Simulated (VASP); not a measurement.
# Cs (Pm-3m) in VASP: notebook

The runs below take Cs through single point, with BLYP.

All numbers are computed with VASP 6.6.1; they aren't measurements. Logs are shortened: lines on timing, memory, paths and dates and some standing lists are left out, and cuts for length are marked.

### Step 1. The cell of the first run

It takes space group Pm-3m (No. 221, cubic). The conventional cell has a = 5.276 Å, b = 5.276 Å, c = 5.276 Å, α = 90.00°, β = 90.00°, γ = 90.00°.

### Step 2. Single point, BLYP

Contents of INCAR:

```
PREC = Accurate
ENCUT = 520
EDIFF = 1E-7
ISMEAR = -1
SIGMA = 0.1
LREAL = F
LASPH = T
NELM = 100
ALGO = Normal
ISIF = 2
LWAVE = F
LCHARG = F
GGA = B5
ALDAX = 1.0
AGGAX = 1.0
AGGAC = 1.0
ALDAC = 0.0
NBANDS = 10
```

Contents of KPOINTS:

```
regular mesh
0
Gamma
  7 7 7
```

Contents of POSCAR:

```
Cs
1.0
    5.2761435059      0.0000000000      0.0000000000
    0.0000000000      5.2761435059      0.0000000000
    0.0000000000      0.0000000000      5.2761435059
Cs
1
Direct
    0.0000000000      0.0000000000      0.0000000000
```

Potentials or basis: VASP PAW PBE potentials, release 64 (Cs_sv).

The run is started by

```bash
$ cat potpaw_PBE.64/Cs_sv/POTCAR > POTCAR
$ mpirun -np 1 vasp_std > vasp.out
```

OUTCAR:

```text
PREC = Accurate
   ENCUT = 520
   EDIFF = 1E-7
   ISMEAR = -1
   LREAL = F
   LASPH = T
   NELM = 100
   ISIF = 2
   GGA = B5

 ion  position               nearest neighbor table
   1  0.000  0.000  0.000-

  LATTYP: Found a simple cubic cell.
 ALAT       =     5.2761435059

  Lattice vectors:

 A1 = (   5.2761435059,   0.0000000000,   0.0000000000)
 A2 = (   0.0000000000,   5.2761435059,   0.0000000000)
 A3 = (   0.0000000000,   0.0000000000,   5.2761435059)

Analysis of symmetry for initial positions (statically):
=====================================================================
 Subroutine PRICEL returns:
 Original cell was already a primitive cell.

 Routine SETGRP: Setting up the symmetry group for a
 simple cubic supercell.

 Subroutine GETGRP returns: Found 48 space group operations
 (whereof 48 operations were pure point group operations)
 out of a pool of 48 trial point group operations.

The static configuration has the point symmetry O_h .

Analysis of symmetry for dynamics (positions and initial velocities):
=====================================================================
 Subroutine PRICEL returns:
 Original cell was already a primitive cell.

 Routine SETGRP: Setting up the symmetry group for a
 simple cubic supercell.

 Subroutine GETGRP returns: Found 48 space group operations
 (whereof 48 operations were pure point group operations)
 out of a pool of 48 trial point group operations.

The dynamic configuration has the point symmetry O_h .

 Subroutine INISYM returns: Found 48 space group operations
 (whereof 48 operations are pure point group operations),
 and found     1 'primitive' translations

----------------------------------------------------------------------------------------

                                     Primitive cell

  volume of cell :     146.8756

  direct lattice vectors                    reciprocal lattice vectors
     5.276143506  0.000000000  0.000000000     0.189532373  0.000000000  0.000000000
     0.000000000  5.276143506  0.000000000     0.000000000  0.189532373  0.000000000
     0.000000000  0.000000000  5.276143506     0.000000000  0.000000000  0.189532373

  length of vectors
     5.276143506  5.276143506  5.276143506     0.189532373  0.189532373  0.189532373

  position of ions in fractional coordinates (direct lattice)
     0.000000000  0.000000000  0.000000000

  ion indices of the primitive-cell ions
   primitive index   ion index
                 1           1

----------------------------------------------------------------------------------------

 KPOINTS: regular mesh

Automatic generation of k-mesh.
 Grid dimensions read from file:
 generate k-points for:    7    7    7

 Generating k-lattice:

  Cartesian coordinates                     Fractional coordinates (reciprocal lattice)
     0.027076053  0.000000000  0.000000000     0.142857143  0.000000000  0.000000000
     0.000000000  0.027076053  0.000000000     0.000000000  0.142857143  0.000000000
     0.000000000  0.000000000  0.027076053     0.000000000  0.000000000  0.142857143

  Length of vectors
     0.027076053  0.027076053  0.027076053

  Shift w.r.t. Gamma in fractional coordinates (k-lattice)
     0.000000000  0.000000000  0.000000000

 Subroutine IBZKPT returns following result:
 ===========================================

 Found     20 irreducible k-points:

 Following reciprocal coordinates:
            Coordinates               Weight
  0.000000  0.000000  0.000000      1.000000
  0.142857  0.000000  0.000000      6.000000
  0.285714  0.000000  0.000000      6.000000
  0.428571  0.000000  0.000000      6.000000
  0.142857  0.142857  0.000000     12.000000
  0.285714  0.142857  0.000000     24.000000
[... 12 lines left out ...]
  0.428571  0.428571  0.285714     24.000000
  0.428571  0.428571  0.428571      8.000000
   k-points           NKPTS =     20   k-points in BZ     NKDIM =     20   number of bands    NBANDS=     10
   number of dos      NEDOS =    301   number of ions     NIONS =      1
   total plane-waves  NPLWV =  64000
   dimension x,y,z NGX =    40 NGY =   40 NGZ =   40
   dimension x,y,z NGXF=    80 NGYF=   80 NGZF=   80
   ions per type =               1
   NGX,Y,Z   is equivalent  to a cutoff of  12.60, 12.60, 12.60 a.u.
   NGXF,Y,Z  is equivalent  to a cutoff of  25.21, 25.21, 25.21 a.u.
 SYSTEM =  unknown system
   PREC   = accura    normal or accurate (medium, high low for compatibility)
   ISTART =      0    job   : 0-new  1-cont  2-samecut
   ICHARG =      2    charge: 1-file 2-atom 10-const
   ISPIN  =      1    spin polarized calculation?
   LNONCOLLINEAR =      F non collinear calculations
   LSORBIT =      F    spin-orbit coupling
   LASPH  =      T    aspherical Exc in radial PAW
   ENCUT  =  520.0 eV  38.22 Ry    6.18 a.u.   9.81  9.81  9.81*2*pi/ulx,y,z
   NELM   =    100;   NELMIN=  2; NELMDL= -5     # of ELM steps
   EDIFF  = 0.1E-06   stopping-criterion for ELM
   LREAL  =      F    real-space projection
   EDIFFG = 0.1E-05   stopping-criterion for IOM
   NSW    =      0    number of steps for IOM
   IBRION =     -1    ionic relax: 0-MD 1-quasi-New 2-CG
   NFREE  =      0    steps in history (QN), initial steepest desc. (CG)
   ISIF   =      2    stress and relaxation
   ISYM   =      2    0-nonsym 1-usesym 2-fastsym
   POTIM  = 0.5000    time-step for ionic-motion
   TEBEG  =    0.0;   TEEND  =   0.0 temperature during run
   PSTRESS=    0.0 pullay stress
   NELECT =       9.0000    total number of electrons
   NUPDOWN=      -1.0000    fix difference up-down
   EMIN   =  10.00;   EMAX   =-10.00  energy-range for DOS
   EFERMI =   0.00;   METHOD = LEGACY
   ISMEAR =    -1;   SIGMA  =   0.10  broadening in eV -4-tet -1-fermi 0-gaus
   EFERMI_NEDOS =   21; number of points for ismear=-14 and -15
   IALGO  =     38    algorithm
   IMIX   =      4    mixing-type and parameters
     AMIX     =   0.40;   BMIX     =  1.00
     AMIX_MAG =   1.60;   BMIX_MAG =  1.00
  volume/ion in A,a.u.               =     146.88       991.17
  Fermi-wavevector in a.u.,A,eV,Ry     =   0.645415  1.219658  5.667650  0.416561
  Thomas-Fermi vector in A             =   1.713063
   LORBIT       =      0    0 simple, 1 ext, 2 COOP (PROOUT), +10 PAW based schemes
   GGA     = B5    functional components
   LHFCALC =     F    Hartree Fock is set to
   AEXX    =    0.0000 exact exchange contribution
   IVDW    =     0    specifies the selected vdW correction
   LEPSILON=     F    determine dielectric tensor
   LRPA    =     F    only Hartree local field effects (RPA)
 non-spin polarized calculation
  energy-cutoff  :      520.00
  volume of cell :      146.88
 maximum number of plane-waves:      3978
 NGX is ok and might be reduce to    40
   NGX = 19   NGY = 19   NGZ = 19

 number of electron       8.9999996 magnetization

 Free energy of the ion-electron system (eV)
  ---------------------------------------------------
  ext. energy  EPLUGINS =         0.00000000
  ---------------------------------------------------
  free energy    TOTEN  =        -0.48284164 eV

  energy without entropy =       -0.44824187  energy(sigma->0) =       -0.46554176

 E-fermi :   0.3484     XC(G=0):  -4.3481

 val. band max:        0.2391243788   @ k =   0.4286   0.1429   0.1429
 cond. band min:       0.4623347720   @ k =   0.2857   0.2857   0.2857
 fundamental gap:      0.2232103931
 Fermi energy:         0.3484115220

 k-point     1 :       0.0000    0.0000    0.0000
  band No.  band energies     occupation
      1     -23.7816      2.00000
      2     -10.5783      2.00000
      3     -10.5783      2.00000
      4     -10.5783      2.00000
      5      -1.0687      2.00000
      6       1.5862      0.00001
      7       1.5862      0.00001
      8       3.9966      0.00000
      9       3.9966      0.00000
     10       3.9966      0.00000

 k-point     2 :       0.1429    0.0000    0.0000
  band No.  band energies     occupation
      1     -23.7810      2.00000
      2     -10.5978      2.00000
      3     -10.5767      2.00000
      4     -10.5767      2.00000
      5      -0.9278      1.99999
      6       1.6152      0.00001
      7       1.6380      0.00001
      8       3.6293      0.00000
      9       3.6293      0.00000
     10       4.0199      0.00000

 k-point     3 :       0.2857    0.0000    0.0000
  band No.  band energies     occupation
      1     -23.7796      2.00000
      2     -10.6408      2.00000
      3     -10.5731      2.00000
      4     -10.5731      2.00000
      5      -0.5449      1.99974
      6       1.4896      0.00002
      7       1.7666      0.00000
      8       3.1741      0.00000
      9       3.1741      0.00000
     10       4.0033      0.00000

 k-point     4 :       0.4286    0.0000    0.0000
  band No.  band energies     occupation
      1     -23.7785      2.00000
      2     -10.6747      2.00000
      3     -10.5702      2.00000
      4     -10.5702      2.00000
      5      -0.0662      1.96883
      6       1.0583      0.00165
      7       1.8858      0.00000
      8       2.9200      0.00000
      9       2.9200      0.00000
     10       4.1130      0.00000
[... 170 lines left out ...]
 k-point    18 :       0.4286    0.2857    0.2857
  band No.  band energies     occupation
      1     -23.7745      2.00000
      2     -10.6607      2.00000
      3     -10.6254      2.00000
      4     -10.6237      2.00000
      5       0.9201      0.00656
      6       1.4534      0.00003
      7       1.8673      0.00000
      8       2.5250      0.00000
      9       2.6158      0.00000
     10       3.1705      0.00000

 k-point    19 :       0.4286    0.4286    0.2857
  band No.  band energies     occupation
      1     -23.7733      2.00000
      2     -10.6570      2.00000
      3     -10.6567      2.00000
      4     -10.6211      2.00000
      5       1.1669      0.00056
      6       1.6095      0.00001
      7       1.7142      0.00000
      8       2.2593      0.00000
      9       3.1598      0.00000
     10       3.2750      0.00000

 k-point    20 :       0.4286    0.4286    0.4286
  band No.  band energies     occupation
      1     -23.7722      2.00000
      2     -10.6534      2.00000
      3     -10.6529      2.00000
      4     -10.6529      2.00000
      5       1.3628      0.00008
      6       1.5340      0.00001
      7       1.5340      0.00001
      8       2.9896      0.00000
      9       3.3278      0.00000
     10       3.3278      0.00000

------------------------ aborting loop because EDIFF is reached ----------------------------------------

  FORCE on cell =-STRESS in cart. coord.  units (eV):
  Direction    XX          YY          ZZ          XY          YZ          ZX
  --------------------------------------------------------------------------------------
  -------------------------------------------------------------------------------------
  Total        0.0015276      0.0015276      0.0015276      0.0000000      0.0000000      0.0000000
  in kB        0.0166633      0.0166633      0.0166633      0.0000000      0.0000000      0.0000000
  external PRESSURE =       0.0166633 kB  Pullay stress =       0.0000000 kB

 VOLUME and BASIS-vectors are now :
 -----------------------------------------------------------------------------
  energy-cutoff  :      520.00
  volume of cell :      146.88
      direct lattice vectors                 reciprocal lattice vectors
     5.276143506  0.000000000  0.000000000     0.189532373  0.000000000  0.000000000
     0.000000000  5.276143506  0.000000000     0.000000000  0.189532373  0.000000000
     0.000000000  0.000000000  5.276143506     0.000000000  0.000000000  0.189532373

 POSITION                                       TOTAL-FORCE (eV/Angst)
 -----------------------------------------------------------------------------------
      0.00000      0.00000      0.00000         0.000000      0.000000      0.000000
 -----------------------------------------------------------------------------------
    total drift:                                0.000000     -0.000000     -0.000000

  FREE ENERGIE OF THE ION-ELECTRON SYSTEM (eV)
  ---------------------------------------------------
  free  energy   TOTEN  =        -0.4828416424 eV

  energy  without entropy=       -0.4482418704  energy(sigma->0) =       -0.46554176
```

Wall time 15 s (1 thread of Intel Xeon 6975P-C (Granite Rapids), shared host); peak memory 0.24 GiB.

Results:

* Free energy: -0.4828 eV
* Pressure: 0.0 GPa

Levels at points of the mesh, in eV from the Fermi level:
| k point | band 3 | band 4 | band 5 | band 6 | band 7 | band 8 |
| --- | --- | --- | --- | --- | --- | --- |
| (0.00, 0.00, 0.00) | -10.93 | -10.93 | -1.42 | 1.24 | 1.24 | 3.65 |

Caveat: the PAW data sets were made with another functional, which shifts forces and pressure a little; spin-orbit coupling is left out, which moves the levels of the heavy elements.

### Step 3. Single point, BLYP (volume scaled by 1.04)

Contents of INCAR:

```
SYSTEM = Cs
PREC = Accurate
ENCUT = 520
EDIFF = 1E-6
ISMEAR = -1
SIGMA = 0.1
LREAL = .False.
LASPH = .True.
NELM = 80
ALGO = Normal
ISIF = 2
LWAVE = .False.
LCHARG = .False.
GGA = B5
ALDAX = 1.0
AGGAX = 1.0
AGGAC = 1.0
ALDAC = 0.0
NBANDS = 10
```

Contents of KPOINTS:

```
regular mesh
0
Gamma
  7 7 7
  0 0 0
```

Contents of POSCAR:

```
Cs
1.0
    5.3455744089      0.0000000000      0.0000000000
    0.0000000000      5.3455744089      0.0000000000
    0.0000000000      0.0000000000      5.3455744089
Cs
1
Direct
    0.0000000000      0.0000000000      0.0000000000
```

Potentials or basis: VASP PAW PBE potentials, release 64 (Cs_sv).

The run is started by

```bash
$ cat potpaw_PBE.64/Cs_sv/POTCAR > POTCAR
$ mpirun -np 1 vasp_std > vasp.out
```

OUTCAR:

```text
SYSTEM = Cs
   PREC = Accurate
   ENCUT = 520
   EDIFF = 1E-6
   ISMEAR = -1
   LREAL = .False.
   LASPH = .True.
   NELM = 80
   ISIF = 2
   GGA = B5

 ion  position               nearest neighbor table
   1  0.000  0.000  0.000-

  LATTYP: Found a simple cubic cell.
 ALAT       =     5.3455744089

  Lattice vectors:

 A1 = (   5.3455744089,   0.0000000000,   0.0000000000)
 A2 = (   0.0000000000,   5.3455744089,   0.0000000000)
 A3 = (   0.0000000000,   0.0000000000,   5.3455744089)
[... 431 lines left out ...]
      8       2.7994      0.00000
      9       3.1487      0.00000
     10       3.1487      0.00000

------------------------ aborting loop because EDIFF is reached ----------------------------------------

  FORCE on cell =-STRESS in cart. coord.  units (eV):
  Direction    XX          YY          ZZ          XY          YZ          ZX
  --------------------------------------------------------------------------------------
  -------------------------------------------------------------------------------------
  Total       -0.0329627     -0.0329627     -0.0329627      0.0000000      0.0000000      0.0000000
  in kB       -0.3457408     -0.3457408     -0.3457408      0.0000000      0.0000000      0.0000000
  external PRESSURE =      -0.3457408 kB  Pullay stress =       0.0000000 kB

 VOLUME and BASIS-vectors are now :
 -----------------------------------------------------------------------------
  energy-cutoff  :      520.00
  volume of cell :      152.75
      direct lattice vectors                 reciprocal lattice vectors
     5.345574409  0.000000000  0.000000000     0.187070635  0.000000000  0.000000000
     0.000000000  5.345574409  0.000000000     0.000000000  0.187070635  0.000000000
     0.000000000  0.000000000  5.345574409     0.000000000  0.000000000  0.187070635

 POSITION                                       TOTAL-FORCE (eV/Angst)
 -----------------------------------------------------------------------------------
      0.00000      0.00000      0.00000         0.000000      0.000000      0.000000
 -----------------------------------------------------------------------------------
    total drift:                               -0.000000     -0.000000     -0.000000

  FREE ENERGIE OF THE ION-ELECTRON SYSTEM (eV)
  ---------------------------------------------------
  free  energy   TOTEN  =        -0.4824559450 eV

  energy  without entropy=       -0.4472462196  energy(sigma->0) =       -0.46485108
```

OSZICAR:

```text
N       E                     dE             d eps       ncg     rms          rms(c)
DAV:   1     0.573663167439E+02    0.57366E+02   -0.25883E+03   400   0.588E+02
DAV:   2     0.529819229566E+01   -0.52068E+02   -0.51235E+02   542   0.107E+02
DAV:   3    -0.388981204728E+00   -0.56872E+01   -0.56803E+01   482   0.423E+01
DAV:   4    -0.485336380699E+00   -0.96355E-01   -0.96341E-01   542   0.626E+00
DAV:   5    -0.485789109784E+00   -0.45273E-03   -0.45272E-03   574   0.386E-01    0.232E-01
DAV:   6    -0.483208433614E+00    0.25807E-02   -0.35425E-03   542   0.268E-01    0.124E-01
DAV:   7    -0.482368661189E+00    0.83977E-03   -0.36964E-03   588   0.262E-01    0.388E-02
DAV:   8    -0.482434666481E+00   -0.66005E-04   -0.24565E-04   482   0.498E-02    0.612E-03
DAV:   9    -0.482446737715E+00   -0.12071E-04   -0.13185E-05   508   0.102E-02    0.286E-03
DAV:  10    -0.482454158682E+00   -0.74210E-05   -0.16482E-05   424   0.100E-02    0.970E-04
DAV:  11    -0.482455930344E+00   -0.17717E-05   -0.89926E-06   432   0.666E-03    0.343E-04
DAV:  12    -0.482455944993E+00   -0.14649E-07   -0.15166E-07   318   0.126E-03
   1 F= -.48245594E+00 E0= -.46485108E+00  d E =-.352097E-01
```

It took 15 s on 1 thread of Intel Xeon 6975P-C (Granite Rapids), shared host; peak memory 0.24 GiB.

Results:

```
Free energy : -0.4825 eV
Pressure    : 0.0 GPa
```

Caveat: the PAW data sets were made with another functional, which shifts forces and pressure a little; spin-orbit coupling is left out, which moves the levels of the heavy elements.

### Step 4. Single point, BLYP (volume scaled by 1.08)

Contents of INCAR:

```
PREC = Accurate
ENCUT = 520
EDIFF = 1E-6
ISMEAR = -1
SIGMA = 0.1
LREAL = F
LASPH = T
NELM = 80
ALGO = Normal
ISIF = 2
LWAVE = F
LCHARG = F
GGA = B5
ALDAX = 1.0
AGGAX = 1.0
AGGAC = 1.0
ALDAC = 0.0
NBANDS = 10
```

Contents of KPOINTS:

```
regular mesh
0
Gamma
  7 7 7
```

Contents of POSCAR:

```
Cs
1.0
    5.4132470918      0.0000000000      0.0000000000
    0.0000000000      5.4132470918      0.0000000000
    0.0000000000      0.0000000000      5.4132470918
Cs
1
Direct
    0.0000000000      0.0000000000      0.0000000000
```

The run is started by

```bash
$ cat potpaw_PBE.64/Cs_sv/POTCAR > POTCAR
$ mpirun -np 1 vasp_std > vasp.out
```

Wall time 16 s (1 thread of Intel Xeon 6975P-C (Granite Rapids), shared host); peak memory 0.23 GiB.

The run converged. Its results:

```
Free energy : -0.4808 eV
Pressure    : -0.1 GPa
```

Levels at points of the mesh, in eV from the Fermi level:
```csv
k point,band 3,band 4,band 5,band 6,band 7,band 8
"(0.00, 0.00, 0.00)",-10.95,-10.95,-1.33,1.26,1.26,3.51
```

Caveat: the PAW data sets were made with another functional, which shifts forces and pressure a little; spin-orbit coupling is left out, which moves the levels of the heavy elements.

### Step 5. Summary

```csv
cell,gap on the mesh (eV),pressure (GPa)
"a = 5.276 Å, 1 atom",none,0.0
"a = 5.346 Å, 1 atom",none,0.0
"a = 5.413 Å, 1 atom",none,-0.1
```

Alike in all rows: task single point; level BLYP; potentials or basis VASP PAW PBE potentials, release 64 (Cs_sv); no spin polarisation; k mesh 7 × 7 × 7; cutoff (eV) 520; smearing fermi-dirac 0.1 eV.

Caveats: the PAW data sets were made with another functional, which shifts forces and pressure a little; spin-orbit coupling is left out, which moves the levels of the heavy elements.

Absolute energies hang on the potentials; compare differences alone.
